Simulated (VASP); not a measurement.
# Bi (Immm) in VASP: a series of runs, part 2 of 2

VASP 6.6.1.

**4. Single point, PBEsol+D3(BJ)**

INCAR

```
SYSTEM = Bi
  ALGO = Fast
  EDIFF = 1E-6
  ENCUT = 520
  GGA = PS
  ISIF = 2
  ISMEAR = 0
  IVDW = 12
  LASPH = .TRUE.
  LCHARG = .FALSE.
  LREAL = .FALSE.
  LWAVE = .FALSE.
  NBANDS = 14
  NELM = 80
  PREC = Accurate
  SIGMA = 0.15
```

KPOINTS

```
k-points
0
G
  16 16 16
  0 0 0
```

POSCAR

```
Bi
1.0
   -1.7314816151      2.1162553073      1.9238684612
    1.7314816151     -2.1162553073      1.9238684612
    1.7314816151      2.1162553073     -1.9238684612
Bi
1
Direct
    0.0000000000      0.0000000000      0.0000000000
```

Launch:

```
$ cat potpaw_PBE.64/Bi_d/POTCAR > POTCAR
$ mpirun -np 1 vasp_std > vasp.out
```

It took 2.4 min on 1 thread of AMD EPYC 9R45 (Zen 5), shared host; peak memory 0.31 GiB.

The run converged. Its results:

* Free energy: -4.7553 eV
* Pressure: 1.4 GPa
* Band gap on the k mesh: zero (an odd number of electrons rules out a gap without spin polarisation)
* Dispersion energy per atom: -0.581 eV

Stress tensor (GPa, compression positive):
```
2.08 0.00 0.00
0.00 0.27 0.00
0.00 0.00 1.71
```

Levels at points of the mesh, in eV from the Fermi level:
```csv
k point,band 3,band 4,band 5,band 6,band 7,band 8,band 9,band 10,band 11,band 12
"(0.00, 0.00, 0.00)",-23.02,-22.99,-22.88,-14.32,5.16,5.27,6.59,9.72,9.82,10.49
"(0.50, 0.00, 0.00)",-22.98,-22.91,-22.81,-11.16,-5.94,3.23,5.23,8.00,9.72,9.92
"(0.00, 0.50, 0.00)",-22.90,-22.85,-22.79,-10.16,-5.46,0.90,2.13,5.19,6.49,13.92
"(0.50, 0.50, 0.00)",-22.94,-22.86,-22.80,-10.50,-5.72,1.84,3.46,6.35,7.82,10.62
"(0.50, 0.50, 0.50)",-22.84,-22.82,-22.79,-8.52,-3.59,-2.12,0.00,2.88,4.70,16.11
```

Caveat: the cell differs from its parent crystal (strain +e along x and -e along y -0.1000, strain +e along z and -e/2 along x and y +0.0000); the PAW data sets were made with another functional, which shifts forces and pressure a little; spin-orbit coupling is left out, which moves the levels of the heavy elements.

**5. Single point, PBEsol+D3(BJ)**

INCAR

```
SYSTEM = Bi
ALGO     = Fast           ! electronic algorithm
EDIFF    = 1E-6           ! SCF threshold, eV
ENCUT    = 520            ! plane-wave cutoff, eV
GGA      = PS             ! functional
ISIF     = 2              ! what is computed and relaxed
ISMEAR   = 0              ! smearing method
IVDW     = 12             ! dispersion correction
LASPH    = .True.         ! aspherical terms in the spheres
LCHARG   = .False.        ! write CHGCAR
LREAL    = .False.        ! projectors in reciprocal space
LWAVE    = .False.        ! write WAVECAR
NBANDS   = 14             ! bands
NELM     = 80             ! most SCF steps
PREC     = Accurate       ! precision mode
SIGMA    = 0.15           ! smearing width, eV
```

KPOINTS

```
k-points
0
Gamma
  16 16 16
  0 0 0
```

POSCAR

```
Bi
1.0
   -1.8950104343      2.0873972804      1.7891976689
    1.8950104343     -2.0873972804      1.7891976689
    1.8950104343      2.0873972804     -1.7891976689
Bi
1
Direct
    0.0000000000      0.0000000000      0.0000000000
```

Launch:

```
$ cat potpaw_PBE.64/Bi_d/POTCAR > POTCAR
$ mpirun -np 1 vasp_std > vasp.out
```

Wall time 2.4 min (1 thread of AMD EPYC 9R45 (Zen 5), shared host); peak memory 0.31 GiB.

The run converged. Its results:

- Free energy: -4.7612 eV
- Pressure: 0.8 GPa
- Band gap on the k mesh: zero (an odd number of electrons rules out a gap without spin polarisation)
- Dispersion energy per atom: -0.578 eV

Stress tensor (GPa, compression positive):
```
 1.24  0.00  0.00
 0.00 -0.17  0.00
 0.00  0.00  1.28
```

Levels at points of the mesh, in eV from the Fermi level:
```csv
k point,band 5,band 6,band 7,band 8,band 9,band 10
"(0.00, 0.00, 0.00)",-22.88,-14.28,5.45,5.49,6.20,9.70
"(0.50, 0.00, 0.00)",-22.80,-10.63,-5.72,1.97,3.77,6.52
"(0.00, 0.50, 0.00)",-22.78,-10.25,-5.47,0.97,2.36,5.31
"(0.50, 0.50, 0.00)",-22.80,-10.97,-5.85,2.70,4.76,7.40
"(0.50, 0.50, 0.50)",-22.79,-8.35,-3.37,-1.81,-0.69,3.06
```

Caveat: the cell differs from its parent crystal (strain +e along x and -e along y -0.0500, strain +e along z and -e/2 along x and y -0.0700); the PAW data sets were made with another functional, which shifts forces and pressure a little; spin-orbit coupling is left out, which moves the levels of the heavy elements.

**6. Single point, PBEsol+D3(BJ)**

INCAR

```
PREC = Accurate
ENCUT = 520
EDIFF = 1E-6
ISMEAR = 0
SIGMA = 0.15
LREAL = False
LASPH = True
NELM = 100
ALGO = Fast
ISIF = 2
LWAVE = False
LCHARG = False
GGA = PS
IVDW = 12
NBANDS = 14
```

KPOINTS

```
regular mesh
0
Gamma
  16 16 16
```

POSCAR

```
Bi
1.0
   -1.7603396420      1.9527264881      2.0585392535
    1.7603396420     -1.9527264881      2.0585392535
    1.7603396420      1.9527264881     -2.0585392535
Bi
1
Direct
    0.0000000000      0.0000000000      0.0000000000
```

Potentials or basis: VASP PAW PBE potentials, release 64 (Bi_d).

Launch:

```
$ cat potpaw_PBE.64/Bi_d/POTCAR > POTCAR
$ mpirun -np 1 vasp_std > vasp.out
```

It took 2.4 min on 1 thread of AMD EPYC 9R45 (Zen 5), shared host; peak memory 0.31 GiB.

The run converged. Its results:

```yaml
Free_energy: -4.7635 eV
Pressure: 0.9 GPa
Band_gap_on_the_k_mesh: zero (an odd number of electrons rules out a gap without spin polarisation)
Dispersion_energy_per_atom: -0.578 eV
```

Stress tensor (GPa, compression positive):
```
1.55 0.00 0.00
0.00 1.11 0.00
0.00 0.00 0.18
```

Levels at points of the mesh, in eV from the Fermi level:
```tsv
k point	band 4	band 5	band 6	band 7	band 8	band 9	band 10	band 11
(0.00, 0.00, 0.00)	-22.95	-22.86	-14.28	5.29	5.32	6.47	9.85	10.02
(0.50, 0.00, 0.00)	-22.90	-22.79	-11.07	-5.88	2.95	5.08	7.69	9.39
(0.00, 0.50, 0.00)	-22.85	-22.78	-10.47	-5.65	1.64	3.32	6.13	7.58
(0.50, 0.50, 0.00)	-22.85	-22.77	-10.28	-5.51	1.11	2.56	5.48	6.83
(0.50, 0.50, 0.50)	-22.81	-22.78	-8.36	-3.16	-2.33	-0.33	2.89	4.43
```

Caveat: the cell differs from its parent crystal (strain +e along x and -e along y -0.0500, strain +e along z and -e/2 along x and y +0.0700); the PAW data sets were made with another functional, which shifts forces and pressure a little; spin-orbit coupling is left out, which moves the levels of the heavy elements.

**7. Overview**

| cell | further INCAR settings | gap on the mesh (eV) | pressure (GPa) |
| --- | --- | --- | --- |
| a = 3.344 Å, angles 116.7, 100.5, 111.6°, 1 atom | ALGO = Fast; EDIFF = 1e-07; NBANDS = 14 | none | 1.2 |
| a = 3.344 Å, angles 118.5, 102.5, 107.9°, 1 atom | ALGO = Fast; EDIFF = 1e-07; NBANDS = 14 | none | 1.6 |
| a = 3.343 Å, angles 117.6, 101.5, 109.7°, 1 atom | ALGO = Fast; EDIFF = 1e-06; NBANDS = 14 | none | 1.4 |
| a = 3.339 Å, angles 110.8, 102.6, 115.2°, 1 atom | ALGO = Fast; EDIFF = 1e-06; NBANDS = 14 | none | 0.8 |
| a = 3.339 Å, angles 116.4, 108.4, 103.9°, 1 atom | ALGO = Fast; EDIFF = 1e-06; NBANDS = 14 | none | 0.9 |

Alike in all rows: task single point; level PBEsol+D3(BJ); potentials or basis VASP PAW PBE potentials, release 64 (Bi_d); no spin polarisation; k mesh 16 × 16 × 16; cutoff (eV) 520; smearing gaussian 0.15 eV.

Caveats: the PAW data sets were made with another functional, which shifts forces and pressure a little; spin-orbit coupling is left out, which moves the levels of the heavy elements.

Absolute energies hang on the potentials; compare differences alone.
